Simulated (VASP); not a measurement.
Write the native input for VASP 6.6.1 that does the following.

```yaml
Task: single point
Functional: PBE
Potentials_or_basis: VASP PAW PBE potentials, release 64 (Ge_d)
Cutoff: 520 eV
k_mesh: 12 × 12 × 12
Occupations: fermi-dirac, width 0.05 eV
Spin: no spin polarisation
Dipole_correction: no
Further_INCAR_settings: ALGO = Normal; EDIFF = 1e-06; NBANDS = 13
```

The structure of Ge lies in POSCAR:

```
Ge
1.0
   -1.6190720985      1.6190720985      1.8855855271
    1.6190720985     -1.6190720985      1.8855855271
    1.6190720985      1.6190720985     -1.8855855271
Ge
1
Direct
    0.5000000000      0.5000000000      0.0000000000
```

These files were run (other wordings do the same):

INCAR

```
SYSTEM = Ge
  PREC = Accurate
  ENCUT = 520
  EDIFF = 1E-6
  ISMEAR = -1
  SIGMA = 0.05
  LREAL = .FALSE.
  LASPH = .TRUE.
  NELM = 100
  ALGO = Normal
  ISIF = 2
  LWAVE = .FALSE.
  LCHARG = .FALSE.
  GGA = PE
  NBANDS = 13
```

KPOINTS

```
Automatic mesh
0
G
  12 12 12
  0 0 0
```

Potentials or basis: VASP PAW PBE potentials, release 64 (Ge_d).

Command:

```bash
$ cat potpaw_PBE.64/Ge_d/POTCAR > POTCAR
$ mpirun -np 1 vasp_std > vasp.out
```

Results of the run:

- Pressure: -0.7 GPa
- Band gap on the k mesh: zero (band 7 reaches 14.72 eV, above the bottom of band 8 at 3.66 eV)

It took 10 s on 1 thread of Intel(R) Xeon(R) 6975P-C (Granite Rapids) (shared host), peak memory 0.16 GiB.
